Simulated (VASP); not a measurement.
# W: single point with r2SCAN

The system is W.

```
W
1.0
     0.00000    1.95994    1.95994
     1.95994    0.00000    1.95994
     1.95994    1.95994    0.00000
W
1
Direct
  0.00000 0.00000 0.00000
```

```
Program                : VASP 6.6.1
Task                   : single point
Functional             : r2SCAN
Potentials or basis    : VASP PAW PBE potentials, release 64 (W_sv)
Cutoff                 : 520 eV
k mesh                 : 12 × 12 × 12
Occupations            : fermi-dirac, width 0.1 eV
Spin                   : no spin polarisation
Dipole correction      : no
Further INCAR settings : ALGO = Normal; EDIFF = 1e-06; NBANDS = 13
```

| Quantity | Value |
| --- | --- |
| Pressure | 26.5 GPa |
| Band gap on the k mesh | zero (band 7 reaches 15.14 eV, above the bottom of band 8 at 10.85 eV) |

Levels at points of the mesh, in eV from the Fermi level:
```
           k point  band 5  band 6  band 7  band 8  band 9  band 10
(0.00, 0.00, 0.00)   -9.95   -0.73   -0.73   -0.73    3.07     3.07
(0.50, 0.00, 0.00)   -6.43   -0.94   -0.94    0.75    5.88     5.88
(0.50, 0.50, 0.00)   -6.41   -5.41    3.55    5.93    6.68     6.68
```

Run time: 48 s on 1 thread of Intel(R) Xeon(R) Platinum 8259CL CPU @ 2.50GHz (Skylake/Cascade Lake), with other jobs on the host, peak memory 0.15 GiB.

Caveat: the PAW data sets were made with another functional, which shifts forces and pressure a little; spin-orbit coupling is left out, which moves the levels of the heavy elements.
